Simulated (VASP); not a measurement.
# W3Br (P4/mmm) in VASP: further runs

Runs on W3Br. Level: PBE. Tasks: single point, relaxation of cell and atoms.

Program: VASP 6.6.1. These are calculated values, not measurements. Logs are shortened: lines on timing, memory, paths and dates and some standing lists are left out, and cuts for length are marked.

## (1) The cell of the first run

Symmetry: P4/mmm, No. 123, tetragonal system. Conventional cell: a = 5.054 Å, b = 5.054 Å, c = 2.783 Å, α = 90.00°, β = 90.00°, γ = 90.00°. W (site symmetry 4/mmm) has 10 W at 2.78 to 2.88 Å and 8 Br at 3.83 Å within 3.9 Å. W (site symmetry mmm) has 2 Br at 2.53 Å and 6 W at 2.78 to 2.88 Å within 3.3 Å. Within 3.3 Å of Br (site symmetry 4/mmm) lie 4 W at 2.53 Å and 2 Br at 2.78 Å.

The cell was generated, and may not be a known phase.

## (2) Single point, PBE

INCAR reads:

```
SYSTEM = W3Br
ALGO     = Normal         ! electronic algorithm
EDIFF    = 1E-7           ! SCF threshold, eV
ENCUT    = 520            ! plane-wave cutoff, eV
GGA      = PE             ! functional
ISIF     = 2              ! what is computed and relaxed
ISMEAR   = 0              ! smearing method
LASPH    = .TRUE.         ! aspherical terms in the spheres
LCHARG   = .TRUE.         ! write CHGCAR
LELF     = .TRUE.         ! ELF
LREAL    = .FALSE.        ! projectors in reciprocal space
LVHAR    = .TRUE.       
LWAVE    = .FALSE.        ! write WAVECAR
NBANDS   = 32             ! bands
NELM     = 60             ! most SCF steps
PREC     = Accurate       ! precision mode
SIGMA    = 0.2            ! smearing width, eV
```

KPOINTS reads:

```
k-points
0
G
  4 4 5
  0 0 0
```

POSCAR reads:

```
W3Br
1.0
    5.0535230965      0.0000000000      0.0000000000
    0.0000000000      5.0535230965      0.0000000000
    0.0000000000      0.0000000000      2.7832601692
W Br
3 1
Direct
    0.0000000000      0.0000000000      0.0000000000
    0.0000000000      0.5000000000      0.5000000000
    0.5000000000      0.0000000000      0.5000000000
    0.5000000000      0.5000000000      0.5000000000
```

Potentials or basis: VASP PAW PBE potentials, release 64 (W_sv, Br).

Launch:

```console
cat potpaw_PBE.64/W_sv/POTCAR potpaw_PBE.64/Br/POTCAR > POTCAR
mpirun -np 1 vasp_std > vasp.out
```

OUTCAR:

```text
SYSTEM = W3Br
   EDIFF = 1E-7
   ENCUT = 520
   GGA = PE
   ISIF = 2
   ISMEAR = 0
   LASPH = .TRUE.
   LREAL = .FALSE.
   NELM = 60
   PREC = Accurate

 ion  position               nearest neighbor table
   1  0.000  0.000  0.000-   2 2.88   3 2.88   2 2.88   3 2.88   2 2.88   2 2.88   3 2.88   3 2.88

   2  0.000  0.500  0.500-   4 2.53   4 2.53   1 2.88   1 2.88   1 2.88   1 2.88
   3  0.500  0.000  0.500-   4 2.53   4 2.53   1 2.88   1 2.88   1 2.88   1 2.88
   4  0.500  0.500  0.500-   2 2.53   3 2.53   3 2.53   2 2.53

  LATTYP: Found a simple tetragonal cell.
 ALAT       =     5.0535230965
 C/A-ratio  =     0.5507563963

  Lattice vectors:

 A1 = (   5.0535230965,   0.0000000000,   0.0000000000)
 A2 = (   0.0000000000,   5.0535230965,   0.0000000000)
 A3 = (   0.0000000000,   0.0000000000,   2.7832601692)

Analysis of symmetry for initial positions (statically):
=====================================================================
 Subroutine PRICEL returns:
 Original cell was already a primitive cell.

 Routine SETGRP: Setting up the symmetry group for a
 simple tetragonal supercell.

 Subroutine GETGRP returns: Found 16 space group operations
 (whereof 16 operations were pure point group operations)
 out of a pool of 16 trial point group operations.

The static configuration has the point symmetry D_4h.

Analysis of symmetry for dynamics (positions and initial velocities):
=====================================================================
 Subroutine PRICEL returns:
 Original cell was already a primitive cell.

 Routine SETGRP: Setting up the symmetry group for a
 simple tetragonal supercell.

 Subroutine GETGRP returns: Found 16 space group operations
 (whereof 16 operations were pure point group operations)
 out of a pool of 16 trial point group operations.

The dynamic configuration has the point symmetry D_4h.

 Subroutine INISYM returns: Found 16 space group operations
 (whereof 16 operations are pure point group operations),
 and found     1 'primitive' translations

----------------------------------------------------------------------------------------

                                     Primitive cell

  volume of cell :      71.0792

  direct lattice vectors                    reciprocal lattice vectors
     5.053523097  0.000000000  0.000000000     0.197881751  0.000000000  0.000000000
     0.000000000  5.053523097  0.000000000     0.000000000  0.197881751  0.000000000
     0.000000000  0.000000000  2.783260169     0.000000000  0.000000000  0.359290882

  length of vectors
     5.053523097  5.053523097  2.783260169     0.197881751  0.197881751  0.359290882

  position of ions in fractional coordinates (direct lattice)
     0.000000000  0.000000000  0.000000000
     0.000000000  0.500000000  0.500000000
     0.500000000  0.000000000  0.500000000
     0.500000000  0.500000000  0.500000000

  ion indices of the primitive-cell ions
   primitive index   ion index
                 1           1
                 2           2
                 3           3
                 4           4

----------------------------------------------------------------------------------------

 KPOINTS: k-points

Automatic generation of k-mesh.
 Grid dimensions read from file:
 generate k-points for:    4    4    5

 Generating k-lattice:

  Cartesian coordinates                     Fractional coordinates (reciprocal lattice)
     0.049470438  0.000000000  0.000000000     0.250000000  0.000000000  0.000000000
     0.000000000  0.049470438  0.000000000     0.000000000  0.250000000  0.000000000
     0.000000000  0.000000000  0.071858176     0.000000000  0.000000000  0.200000000

  Length of vectors
     0.049470438  0.049470438  0.071858176

  Shift w.r.t. Gamma in fractional coordinates (k-lattice)
     0.000000000  0.000000000  0.000000000

 Subroutine IBZKPT returns following result:
 ===========================================

 Found     18 irreducible k-points:

 Following reciprocal coordinates:
            Coordinates               Weight
  0.000000  0.000000  0.000000      1.000000
  0.250000  0.000000  0.000000      4.000000
  0.500000  0.000000  0.000000      2.000000
  0.250000  0.250000  0.000000      4.000000
  0.500000  0.250000  0.000000      4.000000
  0.500000  0.500000  0.000000      1.000000
[... 10 lines left out ...]
  0.500000  0.250000  0.400000      8.000000
  0.500000  0.500000  0.400000      2.000000
   k-points           NKPTS =     18   k-points in BZ     NKDIM =     18   number of bands    NBANDS=     32
   number of dos      NEDOS =    301   number of ions     NIONS =      4
   total plane-waves  NPLWV =  38400
   dimension x,y,z NGX =    40 NGY =   40 NGZ =   24
   dimension x,y,z NGXF=    80 NGYF=   80 NGZF=   48
   ions per type =               3   1
   NGX,Y,Z   is equivalent  to a cutoff of  13.16, 13.16, 14.34 a.u.
   NGXF,Y,Z  is equivalent  to a cutoff of  26.32, 26.32, 28.67 a.u.
 SYSTEM =  W3Br
   PREC   = accura    normal or accurate (medium, high low for compatibility)
   ISTART =      0    job   : 0-new  1-cont  2-samecut
   ICHARG =      2    charge: 1-file 2-atom 10-const
   ISPIN  =      1    spin polarized calculation?
   LNONCOLLINEAR =      F non collinear calculations
   LSORBIT =      F    spin-orbit coupling
   LASPH  =      T    aspherical Exc in radial PAW
   ENCUT  =  520.0 eV  38.22 Ry    6.18 a.u.   9.40  9.40  5.18*2*pi/ulx,y,z
   NELM   =     60;   NELMIN=  2; NELMDL= -5     # of ELM steps
   EDIFF  = 0.1E-06   stopping-criterion for ELM
   LREAL  =      F    real-space projection
   EDIFFG = 0.1E-05   stopping-criterion for IOM
   NSW    =      0    number of steps for IOM
   IBRION =     -1    ionic relax: 0-MD 1-quasi-New 2-CG
   NFREE  =      0    steps in history (QN), initial steepest desc. (CG)
   ISIF   =      2    stress and relaxation
   ISYM   =      2    0-nonsym 1-usesym 2-fastsym
   POTIM  = 0.5000    time-step for ionic-motion
   TEBEG  =    0.0;   TEEND  =   0.0 temperature during run
   PSTRESS=    0.0 pullay stress
   NELECT =      49.0000    total number of electrons
   NUPDOWN=      -1.0000    fix difference up-down
   EMIN   =  10.00;   EMAX   =-10.00  energy-range for DOS
   EFERMI =   0.00;   METHOD = LEGACY
   ISMEAR =     0;   SIGMA  =   0.20  broadening in eV -4-tet -1-fermi 0-gaus
   EFERMI_NEDOS =   21; number of points for ismear=-14 and -15
   IALGO  =     38    algorithm
   IMIX   =      4    mixing-type and parameters
     AMIX     =   0.40;   BMIX     =  1.00
     AMIX_MAG =   1.60;   BMIX_MAG =  1.00
  volume/ion in A,a.u.               =      17.77       119.92
  Fermi-wavevector in a.u.,A,eV,Ry     =   1.446192  2.732907 28.456212  2.091473
  Thomas-Fermi vector in A             =   2.564289
   LORBIT       =      0    0 simple, 1 ext, 2 COOP (PROOUT), +10 PAW based schemes
   GGA     = PE    functional components
   LHFCALC =     F    Hartree Fock is set to
   AEXX    =    0.0000 exact exchange contribution
   IVDW    =     0    specifies the selected vdW correction
   LEPSILON=     F    determine dielectric tensor
   LRPA    =     F    only Hartree local field effects (RPA)
 non-spin polarized calculation
 Gauss-broadening in eV      SIGMA  =   0.20
  energy-cutoff  :      520.00
  volume of cell :       71.08
 maximum number of plane-waves:      1928
 NGX is ok and might be reduce to    40
   NGX = 19   NGY = 19   NGZ = 11

 number of electron      48.9999991 magnetization

 Free energy of the ion-electron system (eV)
  ---------------------------------------------------
  ext. energy  EPLUGINS =         0.00000000
  ---------------------------------------------------
  free energy    TOTEN  =       -35.74017511 eV

  energy without entropy =      -35.66143845  energy(sigma->0) =      -35.70080678

 E-fermi :   9.5399     XC(G=0): -12.4994

 val. band max:        9.4828992707   @ k =   0.5000   0.0000   0.2000
 cond. band min:       9.5946941193   @ k =   0.0000   0.0000   0.0000
 fundamental gap:      0.1117948485
 Fermi energy:         9.5398659655

 k-point     1 :       0.0000    0.0000    0.0000
  band No.  band energies     occupation
      1     -64.8461      2.00000
      2     -64.8393      2.00000
      3     -64.3744      2.00000
      4     -29.3938      2.00000
      5     -29.3938      2.00000
      6     -29.1956      2.00000
[... 24 lines left out ...]
     31      11.6102      0.00000
     32      12.0406      0.00000

 k-point     2 :       0.2500    0.0000    0.0000
  band No.  band energies     occupation
      1     -64.8447      2.00000
      2     -64.8398      2.00000
      3     -64.3754      2.00000
      4     -29.3878      2.00000
      5     -29.3859      2.00000
      6     -29.2033      2.00000
[... 24 lines left out ...]
     31      11.8358      0.00000
     32      12.9754      0.00000

 k-point     3 :       0.5000    0.0000    0.0000
  band No.  band energies     occupation
      1     -64.8427      2.00000
      2     -64.8408      2.00000
      3     -64.3763      2.00000
      4     -29.3849      2.00000
      5     -29.3773      2.00000
      6     -29.2117      2.00000
[... 24 lines left out ...]
     31      12.4184      0.00000
     32      13.3170      0.00000

 k-point     4 :       0.2500    0.2500    0.0000
  band No.  band energies     occupation
      1     -64.8435      2.00000
      2     -64.8401      2.00000
      3     -64.3764      2.00000
      4     -29.4074      2.00000
      5     -29.3597      2.00000
      6     -29.1252      2.00000
[... 444 lines left out ...]
     31      12.8043      0.00000
     32      13.8483      0.00000

 k-point    17 :       0.5000    0.2500    0.4000
  band No.  band energies     occupation
      1     -64.7988      2.00000
      2     -64.7987      2.00000
      3     -64.3348      2.00000
      4     -29.3386      2.00000
      5     -29.2768      2.00000
      6     -29.1891      2.00000
[... 24 lines left out ...]
     31      14.0510      0.00000
     32      14.0516      0.00000

 k-point    18 :       0.5000    0.5000    0.4000
  band No.  band energies     occupation
      1     -64.7987      2.00000
      2     -64.7987      2.00000
      3     -64.3349      2.00000
      4     -29.3518      2.00000
      5     -29.2644      2.00000
      6     -29.2142      2.00000
[... 24 lines left out ...]
     31      13.9530      0.00000
     32      14.1257      0.00000

------------------------ aborting loop because EDIFF is reached ----------------------------------------

  FORCE on cell =-STRESS in cart. coord.  units (eV):
  Direction    XX          YY          ZZ          XY          YZ          ZX
  --------------------------------------------------------------------------------------
  -------------------------------------------------------------------------------------
  Total        0.0821167      0.0821167      0.1973007      0.0000000      0.0000000      0.0000000
  in kB        1.8509715      1.8509715      4.4473042      0.0000000      0.0000000      0.0000000
  external PRESSURE =       2.7164157 kB  Pullay stress =       0.0000000 kB

 VOLUME and BASIS-vectors are now :
 -----------------------------------------------------------------------------
  energy-cutoff  :      520.00
  volume of cell :       71.08
      direct lattice vectors                 reciprocal lattice vectors
     5.053523097  0.000000000  0.000000000     0.197881751  0.000000000  0.000000000
     0.000000000  5.053523097  0.000000000     0.000000000  0.197881751  0.000000000
     0.000000000  0.000000000  2.783260169     0.000000000  0.000000000  0.359290882

 POSITION                                       TOTAL-FORCE (eV/Angst)
 -----------------------------------------------------------------------------------
      0.00000      0.00000      0.00000         0.000000      0.000000      0.000000
      0.00000      2.52676      1.39163         0.000000      0.000000      0.000000
      2.52676      0.00000      1.39163         0.000000      0.000000      0.000000
      2.52676      2.52676      1.39163         0.000000      0.000000      0.000000
 -----------------------------------------------------------------------------------
    total drift:                               -0.000000      0.000000     -0.000000

  FREE ENERGIE OF THE ION-ELECTRON SYSTEM (eV)
  ---------------------------------------------------
  free  energy   TOTEN  =       -35.7401751137 eV

  energy  without entropy=      -35.6614384531  energy(sigma->0) =      -35.70080678
```

It took 21 s on 1 thread of Intel Xeon 6975P-C (Granite Rapids), shared host; peak memory 0.2 GiB.

Results:

| Item | Value |
| --- | --- |
| Free energy | -35.7402 eV |
| Pressure | 0.3 GPa |
| Band gap on the k mesh | zero (an odd number of electrons rules out a gap without spin polarisation) |

Caveat: the k points lie up to 0.45 Å⁻¹ apart, too coarse for converged energies and pressures of a metal; spin-orbit coupling is left out, which moves the levels of the heavy elements.

## (3) Single point, PBE

This run uses another cell than the first one, of 17.12 Å³/atom.

INCAR reads:

```
SYSTEM = W3Br
PREC = Accurate
ENCUT = 520
EDIFF = 1E-7
ISMEAR = 0
SIGMA = 0.2
LREAL = .FALSE.
LASPH = .TRUE.
NELM = 80
ALGO = Normal
ISIF = 2
LWAVE = .FALSE.
LCHARG = .FALSE.
GGA = PE
NBANDS = 32
```

KPOINTS reads:

```
regular mesh
0
G
  6 6 3
  0 0 0
```

POSCAR reads:

```
W3Br
1.0
    3.0927302871      0.0000000000      0.0000000000
    0.0000000000      3.0927302871      0.0000000000
    0.0000000000      0.0000000000      7.1573954395
W Br
3 1
Direct
    0.5000000000      0.5000000000      0.0000000000
    0.0000000000      0.0000000000      0.7733993157
    0.0000000000      0.0000000000      0.2266006843
    0.5000000000      0.5000000000      0.5000000000
```

Potentials or basis: VASP PAW PBE potentials, release 64 (W_sv, Br).

Launch:

```console
cat potpaw_PBE.64/W_sv/POTCAR potpaw_PBE.64/Br/POTCAR > POTCAR
mpirun -np 1 vasp_std > vasp.out
```

OUTCAR:

```text
SYSTEM = W3Br
   PREC = Accurate
   ENCUT = 520
   EDIFF = 1E-7
   ISMEAR = 0
   LREAL = .FALSE.
   LASPH = .TRUE.
   NELM = 80
   ISIF = 2
   GGA = PE

 ion  position               nearest neighbor table
   1  0.500  0.500  0.000-   2 2.72   3 2.72   2 2.72   3 2.72   2 2.72   3 2.72   2 2.72   3 2.72

   2  0.000  0.000  0.773-   1 2.72   1 2.72   1 2.72   1 2.72   4 2.93   4 2.93   4 2.93   4 2.93
                             3 3.24
   3  0.000  0.000  0.227-   1 2.72   1 2.72   1 2.72   1 2.72   4 2.93   4 2.93   4 2.93   4 2.93
                             2 3.24
   4  0.500  0.500  0.500-   2 2.93   3 2.93   2 2.93   3 2.93   2 2.93   3 2.93   2 2.93   3 2.93

[... 896 lines left out ...]
  -------------------------------------------------------------------------------------
  Total        0.2281276      0.2281276      0.0730269      0.0000000      0.0000000     -0.0000000
  in kB        5.3388689      5.3388689      1.7090472      0.0000000      0.0000000     -0.0000000
  external PRESSURE =       4.1289283 kB  Pullay stress =       0.0000000 kB

 VOLUME and BASIS-vectors are now :
 -----------------------------------------------------------------------------
  energy-cutoff  :      520.00
  volume of cell :       68.46
      direct lattice vectors                 reciprocal lattice vectors
     3.092730287  0.000000000  0.000000000     0.323338897  0.000000000  0.000000000
     0.000000000  3.092730287  0.000000000     0.000000000  0.323338897  0.000000000
     0.000000000  0.000000000  7.157395440     0.000000000  0.000000000  0.139715628

 POSITION                                       TOTAL-FORCE (eV/Angst)
 -----------------------------------------------------------------------------------
      1.54637      1.54637      0.00000        -0.000000     -0.000000      0.000000
      0.00000      0.00000      5.53552        -0.000000      0.000000     -0.021757
      0.00000      0.00000      1.62187         0.000000     -0.000000      0.021757
      1.54637      1.54637      3.57870        -0.000000     -0.000000      0.000000
 -----------------------------------------------------------------------------------
    total drift:                                0.000000     -0.000000     -0.000000

  FREE ENERGIE OF THE ION-ELECTRON SYSTEM (eV)
  ---------------------------------------------------
  free  energy   TOTEN  =       -37.5345562983 eV

  energy  without entropy=      -37.4894540131  energy(sigma->0) =      -37.51200516
```

stdout:

```text
POSCAR found type information on POSCAR W Br
 POSCAR found :  2 types and       4 ions
 scaLAPACK will be used
 LDA part: xc-table for (Slater+PW92), standard interpolation
 POSCAR, INCAR and KPOINTS ok, starting setup
 FFT: planning ... GRIDC
 FFT: planning ... GRID_SOFT
 FFT: planning ... GRID
 WAVECAR not read
 entering main loop
```

It took 19 s on 1 thread of Intel Xeon 6975P-C (Granite Rapids), shared host; peak memory 0.19 GiB.

Results:

```yaml
Free_energy: -37.5346 eV
Pressure: 0.4 GPa
Largest_force: 0.022 eV/Å
Band_gap_on_the_k_mesh: zero (an odd number of electrons rules out a gap without spin polarisation)
```

Forces on the atoms (eV/Å):
```
W    0.000  0.000  0.000
W    0.000  0.000 -0.022
W    0.000  0.000  0.022
Br   0.000  0.000  0.000
```

Levels at points of the mesh, in eV from the Fermi level:
| k point | band 20 | band 21 | band 22 | band 23 | band 24 | band 25 | band 26 | band 27 | band 28 | band 29 |
| --- | --- | --- | --- | --- | --- | --- | --- | --- | --- | --- |
| (0.00, 0.00, 0.00) | -2.63 | -1.78 | -0.76 | -0.76 | 0.14 | 0.25 | 1.25 | 1.26 | 1.26 | 2.06 |
| (0.50, 0.00, 0.00) | -2.18 | -1.99 | -1.94 | -1.20 | -0.12 | 0.96 | 1.23 | 1.27 | 1.42 | 1.62 |
| (0.50, 0.50, 0.00) | -3.36 | -1.20 | -1.20 | -0.19 | 0.27 | 0.27 | 0.27 | 2.10 | 3.61 | 3.75 |

Caveat: spin-orbit coupling is left out, which moves the levels of the heavy elements.

(Part 1 of 2 ends here.)

The gap in the log of VASP goes by the Fermi energy; the results here count the filled bands.